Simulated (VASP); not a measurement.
# Rh (Fm-3m) in VASP: further runs

Rh is run at these levels: r2SCAN; tasks: single point.

Program: VASP 6.6.1. These are calculated values, not measurements. Logs are shortened: lines on timing, memory, paths and dates and some standing lists are left out, and cuts for length are marked.

### 1 The cell of the first run

It takes space group Fm-3m (No. 225, cubic). Conventional cell: a = 3.696 Å, b = 3.696 Å, c = 3.696 Å, α = 90.00°, β = 90.00°, γ = 90.00°. Rh (site symmetry m-3m) has 12 Rh at 2.61 Å within 3.4 Å.

### 2 Single point, r2SCAN, collinear spin, ferromagnetic start (volume scaled by 0.92)

Contents of POSCAR:

```
Rh
1.0
    0.0000000000      1.8480638943      1.8480638943
    1.8480638943      0.0000000000      1.8480638943
    1.8480638943      1.8480638943      0.0000000000
Rh
1
Direct
    0.0000000000      0.0000000000      0.0000000000
```

Contents of INCAR.step1:

```
SYSTEM = Rh
PREC = Accurate
ENCUT = 520
ISMEAR = -1
SIGMA = 0.05
LREAL = .FALSE.
LASPH = .TRUE.
NELM = 150
ISPIN = 2
MAGMOM = 1
LMAXMIX = 4
NBANDS = 18
GGA = PE
ALGO = Normal
EDIFF = 1E-4
LWAVE = .TRUE.
LCHARG = .FALSE.
```

Contents of INCAR.step2:

```
SYSTEM = Rh
PREC = Accurate
ENCUT = 520
EDIFF = 1E-6
ISMEAR = -1
SIGMA = 0.05
LREAL = .FALSE.
LASPH = .TRUE.
NELM = 150
ALGO = Normal
ISIF = 2
LWAVE = .FALSE.
LCHARG = .FALSE.
ISPIN = 2
MAGMOM = 1
LORBIT = 11
LMAXMIX = 4
METAGGA = R2SCAN
LMIXTAU = .TRUE.
NBANDS = 18
ISTART = 1
```

Contents of KPOINTS:

```
Automatic mesh
0
G
  23 23 23
  0 0 0
```

Potentials or basis: VASP PAW PBE potentials, release 64 (Rh_pv).

Launch:

```console
cat potpaw_PBE.64/Rh_pv/POTCAR > POTCAR
cp INCAR.step1 INCAR
mpirun -np 1 vasp_std > vasp.out
cp INCAR.step2 INCAR
mpirun -np 1 vasp_std > vasp.out
```

OUTCAR:

```text
SYSTEM = Rh
   PREC = Accurate
   ENCUT = 520
   EDIFF = 1E-6
   ISMEAR = -1
   LREAL = .FALSE.
   LASPH = .TRUE.
   NELM = 150
   ISIF = 2
   ISPIN = 2
   LORBIT = 11
   METAGGA = R2SCAN
   ISTART = 1

 ion  position               nearest neighbor table
   1  0.000  0.000  0.000-

  LATTYP: Found a face centered cubic cell.
 ALAT       =     3.6961277886

  Lattice vectors:

 A1 = (   0.0000000000,   1.8480638943,   1.8480638943)
 A2 = (   1.8480638943,   0.0000000000,   1.8480638943)
 A3 = (   1.8480638943,   1.8480638943,   0.0000000000)

Analysis of symmetry for initial positions (statically):
=====================================================================
 Subroutine PRICEL returns:
 Original cell was already a primitive cell.

 Routine SETGRP: Setting up the symmetry group for a
 face centered cubic supercell.

 Subroutine GETGRP returns: Found 48 space group operations
 (whereof 48 operations were pure point group operations)
 out of a pool of 48 trial point group operations.

The static configuration has the point symmetry O_h .

Analysis of symmetry for dynamics (positions and initial velocities):
=====================================================================
 Subroutine PRICEL returns:
 Original cell was already a primitive cell.

 Routine SETGRP: Setting up the symmetry group for a
 face centered cubic supercell.

 Subroutine GETGRP returns: Found 48 space group operations
 (whereof 48 operations were pure point group operations)
 out of a pool of 48 trial point group operations.

The dynamic configuration has the point symmetry O_h .

Analysis of structural, dynamic, and magnetic symmetry:
=====================================================================
 Subroutine PRICEL returns:
 Original cell was already a primitive cell.

 Routine SETGRP: Setting up the symmetry group for a
 face centered cubic supercell.

 Subroutine GETGRP returns: Found 48 space group operations
 (whereof 48 operations were pure point group operations)
 out of a pool of 48 trial point group operations.

The overall configuration has the point symmetry O_h .

 Subroutine INISYM returns: Found 48 space group operations
 (whereof 48 operations are pure point group operations),
 and found     1 'primitive' translations

----------------------------------------------------------------------------------------

                                     Primitive cell

  volume of cell :      12.6235

  direct lattice vectors                    reciprocal lattice vectors
     0.000000000  1.848063894  1.848063894    -0.270553416  0.270553416  0.270553416
     1.848063894  0.000000000  1.848063894     0.270553416 -0.270553416  0.270553416
     1.848063894  1.848063894  0.000000000     0.270553416  0.270553416 -0.270553416

  length of vectors
     2.613557023  2.613557023  2.613557023     0.468612263  0.468612263  0.468612263

  position of ions in fractional coordinates (direct lattice)
     0.000000000  0.000000000  0.000000000

  ion indices of the primitive-cell ions
   primitive index   ion index
                 1           1

----------------------------------------------------------------------------------------

 KPOINTS: Automatic mesh

Automatic generation of k-mesh.
 Grid dimensions read from file:
 generate k-points for:   23   23   23

 Generating k-lattice:

  Cartesian coordinates                     Fractional coordinates (reciprocal lattice)
    -0.011763192  0.011763192  0.011763192     0.043478261  0.000000000  0.000000000
     0.011763192 -0.011763192  0.011763192     0.000000000  0.043478261  0.000000000
     0.011763192  0.011763192 -0.011763192     0.000000000  0.000000000  0.043478261

  Length of vectors
     0.020374446  0.020374446  0.020374446

  Shift w.r.t. Gamma in fractional coordinates (k-lattice)
     0.000000000  0.000000000  0.000000000

 Subroutine IBZKPT returns following result:
 ===========================================

 Found    364 irreducible k-points:

 Following reciprocal coordinates:
            Coordinates               Weight
  0.000000  0.000000  0.000000      1.000000
  0.043478  0.000000  0.000000      8.000000
  0.086957  0.000000  0.000000      8.000000
  0.130435  0.000000  0.000000      8.000000
  0.173913  0.000000  0.000000      8.000000
  0.217391  0.000000  0.000000      8.000000
[... 16 lines left out ...]
  0.478261  0.043478  0.000000     24.000000
 -0.478261  0.043478  0.000000     24.000000
 [... further k-points ...]
   k-points           NKPTS =    364   k-points in BZ     NKDIM =    364   number of bands    NBANDS=     18
   number of dos      NEDOS =    301   number of ions     NIONS =      1
   total plane-waves  NPLWV =   8000
   dimension x,y,z NGX =    20 NGY =   20 NGZ =   20
   dimension x,y,z NGXF=    40 NGYF=   40 NGZF=   40
   ions per type =               1
   NGX,Y,Z   is equivalent  to a cutoff of  12.72, 12.72, 12.72 a.u.
   NGXF,Y,Z  is equivalent  to a cutoff of  25.44, 25.44, 25.44 a.u.
 SYSTEM =  Rh
   PREC   = accura    normal or accurate (medium, high low for compatibility)
   ISTART =      1    job   : 0-new  1-cont  2-samecut
   ICHARG =      0    charge: 1-file 2-atom 10-const
   ISPIN  =      2    spin polarized calculation?
   LNONCOLLINEAR =      F non collinear calculations
   LSORBIT =      F    spin-orbit coupling
   LASPH  =      T    aspherical Exc in radial PAW
   ENCUT  =  520.0 eV  38.22 Ry    6.18 a.u.   4.86  4.86  4.86*2*pi/ulx,y,z
   NELM   =    150;   NELMIN=  2; NELMDL=  0     # of ELM steps
   EDIFF  = 0.1E-05   stopping-criterion for ELM
   LREAL  =      F    real-space projection
   EDIFFG = 0.1E-04   stopping-criterion for IOM
   NSW    =      0    number of steps for IOM
   IBRION =     -1    ionic relax: 0-MD 1-quasi-New 2-CG
   NFREE  =      0    steps in history (QN), initial steepest desc. (CG)
   ISIF   =      2    stress and relaxation
   ISYM   =      2    0-nonsym 1-usesym 2-fastsym
   POTIM  = 0.5000    time-step for ionic-motion
   TEBEG  =    0.0;   TEEND  =   0.0 temperature during run
   PSTRESS=    0.0 pullay stress
   NELECT =      15.0000    total number of electrons
   NUPDOWN=      -1.0000    fix difference up-down
   EMIN   =  10.00;   EMAX   =-10.00  energy-range for DOS
   EFERMI =   0.00;   METHOD = LEGACY
   ISMEAR =    -1;   SIGMA  =   0.05  broadening in eV -4-tet -1-fermi 0-gaus
   EFERMI_NEDOS =   21; number of points for ismear=-14 and -15
   IALGO  =     38    algorithm
   IMIX   =      4    mixing-type and parameters
     AMIX     =   0.40;   BMIX     =  1.00
     AMIX_MAG =   1.60;   BMIX_MAG =  1.00
  volume/ion in A,a.u.               =      12.62        85.19
  Fermi-wavevector in a.u.,A,eV,Ry     =   1.733983  3.276754 40.908616  3.006698
  Thomas-Fermi vector in A             =   2.807866
   LORBIT       =     11    0 simple, 1 ext, 2 COOP (PROOUT), +10 PAW based schemes
   METAGGA = R2SCAN    functional components
   LHFCALC =     F    Hartree Fock is set to
   AEXX    =    0.0000 exact exchange contribution
   IVDW    =     0    specifies the selected vdW correction
   LEPSILON=     F    determine dielectric tensor
   LRPA    =     F    only Hartree local field effects (RPA)
 spin polarized calculation
  energy-cutoff  :      520.00
  volume of cell :       12.62
 maximum number of plane-waves:       350
   NGX =  9   NGY =  9   NGZ =  9

 number of electron      14.9999994 magnetization       0.0000048

 number of electron      14.9999994 magnetization      -0.0000146

 Free energy of the ion-electron system (eV)
  ---------------------------------------------------
  ext. energy  EPLUGINS =         0.00000000
  ---------------------------------------------------
  free energy    TOTEN  =       -24.04040019 eV

  energy without entropy =      -24.03191821  energy(sigma->0) =      -24.03615920

 E-fermi :  13.3724     XC(G=0): -15.8518

 val. band max:       13.3713846250   @ k =  -0.4783   0.2609   0.1304
 cond. band min:      13.3982966180   @ k =  -0.3043   0.0435   0.0000
 fundamental gap:      0.0269119930
 Fermi energy:        13.3724146418

 spin component 1

 k-point     1 :       0.0000    0.0000    0.0000
  band No.  band energies     occupation
      1     -34.5640      1.00000
      2     -34.5639      1.00000
      3     -34.5639      1.00000
      4       4.5380      1.00000
      5       9.7522      1.00000
      6       9.7522      1.00000
[... 10 lines left out ...]
     17      49.2712      0.00000
     18      49.2712      0.00000

 k-point     2 :       0.0435    0.0000    0.0000
  band No.  band energies     occupation
      1     -34.5844      1.00000
      2     -34.5666      1.00000
      3     -34.5666      1.00000
      4       4.6254      1.00000
      5       9.7102      1.00000
      6       9.7879      1.00000
[... 10 lines left out ...]
     17      48.9990      0.00000
     18      48.9990      0.00000
[... 442 lines left out ...]
 k-point    24 :      -0.4783    0.0435    0.0000
  band No.  band energies     occupation
      1     -35.6092      1.00000
      2     -34.7210      1.00000
      3     -34.7095      1.00000
      4       6.3282      1.00000
      5       9.5570      1.00000
      6       9.6740      1.00000
[... 10 lines left out ...]
     17      48.9000      0.00000
     18      55.1411      0.00000

 [... further k-points ...]

 spin component 2

 k-point     1 :       0.0000    0.0000    0.0000
  band No.  band energies     occupation
      1     -34.5640      1.00000
      2     -34.5640      1.00000
      3     -34.5640      1.00000
      4       4.5380      1.00000
      5       9.7522      1.00000
      6       9.7522      1.00000
[... 10 lines left out ...]
     17      49.2712      0.00000
     18      49.2712      0.00000

 k-point     2 :       0.0435    0.0000    0.0000
  band No.  band energies     occupation
      1     -34.5844      1.00000
      2     -34.5667      1.00000
      3     -34.5666      1.00000
      4       4.6254      1.00000
      5       9.7102      1.00000
      6       9.7878      1.00000
[... 10 lines left out ...]
     17      48.9990      0.00000
     18      48.9990      0.00000
[... 442 lines left out ...]
 k-point    24 :      -0.4783    0.0435    0.0000
  band No.  band energies     occupation
      1     -35.6092      1.00000
      2     -34.7210      1.00000
      3     -34.7095      1.00000
      4       6.3282      1.00000
      5       9.5570      1.00000
      6       9.6740      1.00000
[... 10 lines left out ...]
     17      48.9000      0.00000
     18      55.1411      0.00000

 [... further k-points ...]
[... 5 lines left out ...]
  --------------------------------------------------------------------------------------
  -------------------------------------------------------------------------------------
  Total        2.4289117      2.4289117      2.4289117      0.0000000      0.0000000      0.0000000
  in kB      308.2771681    308.2771681    308.2771681      0.0000000      0.0000000      0.0000000
  external PRESSURE =     308.2771681 kB  Pullay stress =       0.0000000 kB

 VOLUME and BASIS-vectors are now :
 -----------------------------------------------------------------------------
  energy-cutoff  :      520.00
  volume of cell :       12.62
      direct lattice vectors                 reciprocal lattice vectors
     0.000000000  1.848063894  1.848063894    -0.270553416  0.270553416  0.270553416
     1.848063894  0.000000000  1.848063894     0.270553416 -0.270553416  0.270553416
     1.848063894  1.848063894  0.000000000     0.270553416  0.270553416 -0.270553416

 POSITION                                       TOTAL-FORCE (eV/Angst)
 -----------------------------------------------------------------------------------
      0.00000      0.00000      0.00000        -0.000000     -0.000000     -0.000000
 -----------------------------------------------------------------------------------
    total drift:                               -0.000000     -0.000000     -0.000000

  FREE ENERGIE OF THE ION-ELECTRON SYSTEM (eV)
  ---------------------------------------------------
  free  energy   TOTEN  =       -24.0404001909 eV

  energy  without entropy=      -24.0319182142  energy(sigma->0) =      -24.03615920

 total charge

# of ion       s       p       d       tot
------------------------------------------
    1        0.463   6.357   7.171  13.992

 magnetization (x)

# of ion       s       p       d       tot
------------------------------------------
    1        0.000   0.000  -0.000  -0.000
```

Wall time 18 min (1 thread of Oxide Virtual Turin-like, shared host); peak memory 0.2 GiB.

Results:

```
Free energy                                           : -24.0404 eV
Pressure                                              : 30.8 GPa
Net moment                                            : 0.00 μB per cell
Valence electrons inside the program's atomic spheres : Rh 13.99
```

Levels at points of the mesh, in eV from the Fermi level:
Spin up:
```
           k point  band 5  band 6  band 7  band 8  band 9  band 10
(0.00, 0.00, 0.00)   -3.62   -3.62   -3.62   -1.21   -1.21    16.62
```
Spin down:
```csv
k point,band 3,band 4,band 5,band 6,band 7,band 8,band 9,band 10,band 11,band 12
"(0.00, 0.00, 0.00)",-47.94,-8.83,-3.62,-3.62,-3.62,-1.21,-1.21,16.62,17.31,22.88
```

Caveat: the PAW data sets were made with another functional, which shifts forces and pressure a little.

### 3 Single point, r2SCAN, collinear spin, ferromagnetic start (volume scaled by 0.96)

Contents of POSCAR:

```
Rh
1.0
    0.0000000000      1.8744683745      1.8744683745
    1.8744683745      0.0000000000      1.8744683745
    1.8744683745      1.8744683745      0.0000000000
Rh
1
Direct
    0.0000000000      0.0000000000      0.0000000000
```

Contents of INCAR.step1:

```
SYSTEM = Rh
PREC     = Accurate       ! precision mode
ENCUT    = 520            ! plane-wave cutoff, eV
ISMEAR   = -1             ! smearing method
SIGMA    = 0.05           ! smearing width, eV
LREAL    = .FALSE.        ! projectors in reciprocal space
LASPH    = .TRUE.         ! aspherical terms in the spheres
NELM     = 150            ! most SCF steps
ISPIN    = 2              ! spin polarisation
MAGMOM   = 1              ! initial moments
LMAXMIX  = 4              ! l up to which the mixer works
NBANDS   = 18             ! bands
GGA      = PE             ! functional
ALGO     = Normal         ! electronic algorithm
EDIFF    = 1E-4           ! SCF threshold, eV
LWAVE    = .TRUE.         ! write WAVECAR
LCHARG   = .FALSE.        ! write CHGCAR
```

Contents of INCAR.step2:

```
SYSTEM = Rh
PREC     = Accurate       ! precision mode
ENCUT    = 520            ! plane-wave cutoff, eV
EDIFF    = 1E-6           ! SCF threshold, eV
ISMEAR   = -1             ! smearing method
SIGMA    = 0.05           ! smearing width, eV
LREAL    = .FALSE.        ! projectors in reciprocal space
LASPH    = .TRUE.         ! aspherical terms in the spheres
NELM     = 150            ! most SCF steps
ALGO     = Normal         ! electronic algorithm
ISIF     = 2              ! what is computed and relaxed
LWAVE    = .FALSE.        ! write WAVECAR
LCHARG   = .FALSE.        ! write CHGCAR
ISPIN    = 2              ! spin polarisation
MAGMOM   = 1              ! initial moments
LORBIT   = 11             ! projections on sites
LMAXMIX  = 4              ! l up to which the mixer works
METAGGA  = R2SCAN         ! meta-GGA
LMIXTAU  = .TRUE.       
NBANDS   = 18             ! bands
ISTART   = 1
```

Contents of KPOINTS:

```
regular mesh
0
G
  23 23 23
  0 0 0
```

Potentials or basis: VASP PAW PBE potentials, release 64 (Rh_pv).

Launch:

```console
cat potpaw_PBE.64/Rh_pv/POTCAR > POTCAR
cp INCAR.step1 INCAR
mpirun -np 1 vasp_std > vasp.out
cp INCAR.step2 INCAR
mpirun -np 1 vasp_std > vasp.out
```

Run time: 17 min. Hardware: 1 thread of Oxide Virtual Turin-like, shared host; peak memory 0.2 GiB.

The run converged. Its results:

```yaml
Free_energy: -24.1168 eV
Pressure: 14.2 GPa
Net_moment: 0.00 μB per cell
Valence_electrons_inside_the_program's_atomic_spheres: Rh 13.90
```

Levels at points of the mesh, in eV from the Fermi level:
Spin up:
| k point | band 5 | band 6 | band 7 | band 8 | band 9 | band 10 |
| --- | --- | --- | --- | --- | --- | --- |
| (0.00, 0.00, 0.00) | -3.39 | -3.39 | -3.39 | -1.13 | -1.13 | 16.68 |
Spin down:
| k point | band 4 | band 5 | band 6 | band 7 | band 8 | band 9 | band 10 | band 11 |
| --- | --- | --- | --- | --- | --- | --- | --- | --- |
| (0.00, 0.00, 0.00) | -8.51 | -3.39 | -3.39 | -3.39 | -1.13 | -1.13 | 16.68 | 17.35 |

Caveat: the PAW data sets were made with another functional, which shifts forces and pressure a little.
